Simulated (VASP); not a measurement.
HoAuF4:

```
CELL_PARAMETERS angstrom
-2.73022 2.73022 2.92658
2.73022 -2.73022 2.92658
2.73022 2.73022 -2.92658
ATOMIC_POSITIONS crystal
Ho 0.43106 0.43106 0.00000
Au 0.87200 0.87200 0.00000
F 0.05606 0.76400 0.70794
F 0.05606 0.34813 0.29206
F 0.76400 0.05606 0.70794
F 0.34813 0.05606 0.29206
```

The cell was generated, and may not be a known phase.

* Program: VASP 6.6.1
* Task: relaxation of cell and atoms
* Functional: PBE
* Potentials or basis: VASP PAW PBE potentials, release 64 (Ho_3, Au, F), 4f in core
* Cutoff: 600 eV
* k mesh: 3 × 3 × 3
* Occupations: gaussian, width 0.15 eV
* Spin: no spin polarisation

At the start: pressure 24.1 GPa; volume 14.54 Å³/atom.

**Question.** How do energy, volume and symmetry change on relaxing?

**Answer.** Over 20 steps the energy falls by 985.4 meV/atom and the volume is 17.86 Å³/atom (+22.8 %); space group I4mm (No. 107, to 0.1 Å) before and after.

Step by step:
```tsv
step	energy change (eV)	largest force (eV/Å)	pressure (GPa)	volume (Å³)
1	0.0000	11.8282	24.07	87.26
2	1.3522	11.2701	-2.00	117.63
3	-2.5897	3.7898	-3.36	97.72
4	-2.6350	3.5257	-2.44	96.74
5	-2.6498	3.2669	-1.31	95.77
6	-3.3461	3.4620	-1.97	95.18
7	-5.1360	2.6800	4.74	93.02
8	-4.9074	4.6549	12.75	92.06
9	-5.1597	3.0133	6.19	92.80
10	-5.4846	2.1011	5.51	95.81
11	-5.5533	1.8694	5.84	97.97
12	-5.7841	0.4934	0.25	102.58
13	-5.7956	0.7623	-1.24	104.14
14	-5.8689	0.4853	-0.44	104.49
15	-5.8989	0.2354	0.72	104.86
16	-5.8990	0.2340	0.67	104.85
17	-5.9044	0.2141	0.26	105.58
18	-5.9079	0.3300	-0.33	106.74
19	-5.9116	0.1211	0.02	106.98
20	-5.9123	0.0539	0.29	107.14
```

Final structure:
```cif
data_structure
_symmetry_space_group_name_H-M 'P 1'
_symmetry_Int_Tables_number 1
_cell_length_a 5.1825
_cell_length_b 5.1825
_cell_length_c 5.1825
_cell_angle_alpha 109.149
_cell_angle_beta 109.149
_cell_angle_gamma 110.117
_cell_volume 107.14
loop_
_atom_site_label
_atom_site_type_symbol
_atom_site_fract_x
_atom_site_fract_y
_atom_site_fract_z
_atom_site_occupancy
Ho1 Ho 0.29444 0.29444 0.00000 1
Au1 Au 0.80378 0.80378 0.00000 1
F1 F 0.10727 0.81137 0.70410 1
F2 F 0.10727 0.40317 0.29590 1
F3 F 0.81137 0.10727 0.70410 1
F4 F 0.40317 0.10727 0.29590 1
```

Caveat: the k points lie up to 0.50 Å⁻¹ apart in the final cell; the volume moved by over 15 % at a fixed basis, so the end points are rough; the relaxation stopped at a loose force limit of 0.08 eV/Å, so its end isn't a converged minimum.
